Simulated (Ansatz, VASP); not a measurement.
TaPb in VASP and in Ansatz

INCAR

```
PREC = Accurate
ENCUT = 600
EDIFF = 1E-6
ISMEAR = 0
SIGMA = 0.1
LREAL = F
LASPH = T
NELM = 60
ALGO = Normal
ISIF = 3
LWAVE = F
LCHARG = F
GGA = PE
IBRION = 2
NSW = 90
EDIFFG = -0.04
```

KPOINTS

```
Automatic mesh
0
Gamma
  6 6 4
```

Contents of POSCAR:

```
TaPb
1.0
    3.3605235751      0.0000000000      0.0000000000
    0.0000000000      3.3605235751      0.0000000000
    0.0000000000      0.0000000000      4.4046862573
Ta Pb
1 1
Direct
    0.5000000000      0.5000000000      0.5000000000
    0.0000000000      0.0000000000      0.0000000000
```

Input for Ansatz:

```yaml
crystal:
  lattice:
    - [3.3605235751, 0.0, 0.0]
    - [0.0, 3.3605235751, 0.0]
    - [0.0, 0.0, 4.4046862573]
  atoms:
    - { symbol: Ta, position: [0.5, 0.5, 0.5] }
    - { symbol: Pb, position: [0.0, 0.0, 0.0] }
basis:
  ecutwfc: 420
kpoints:
  mp_grid: { grid: [6, 6, 4] }
hamiltonian:
  xc: pbe
scf:
  occupations: { method: gaussian, width: 0.1 }
  lower_state_search: "off"
output:
  forces: true
  stress: true
  eigenvalues: true
relax:
  adjacent_minimum: "off"
  f_tol: 0.04
  max_steps: 70
  cell: { stress_tol: 0.4 }
```

Alike in both runs: task relaxation of cell and atoms; functional PBE; k mesh 6 × 6 × 4; occupations gaussian, width 0.1 eV; no spin polarisation.

|  | VASP | Ansatz |
| --- | --- | --- |
| version | VASP 6.6.1 | Ansatz 0.2.0 |
| potentials or method | VASP PAW PBE potentials, release 64 (Ta_pv, Pb_d), cutoff 600 eV | scalar-relativistic, plane waves, PAW |
| valence electrons in the cell | 25 | 27 |

|  | VASP | Ansatz | Ansatz less VASP |
| --- | --- | --- | --- |
| gap on the k mesh at the Fermi level, each at its own relaxed structure (eV) | none | none | - |
| relaxed volume (Å³/atom) | 21.28 | 21.40 | +0.118 |
| relaxed cell length with the largest relative difference (Å) | 3.497 | 3.768 | +0.2712 |

A gap of «none» marks a metal or a gap that the smearing closes. One of these differences is far larger than is usual between the two programs; its cause wasn't traced. VASP's potentials hold 25 valence electrons a cell and Ansatz's 27, so a difference there can come from the potentials and not from the codes.

Neither program's run includes spin-orbit coupling.
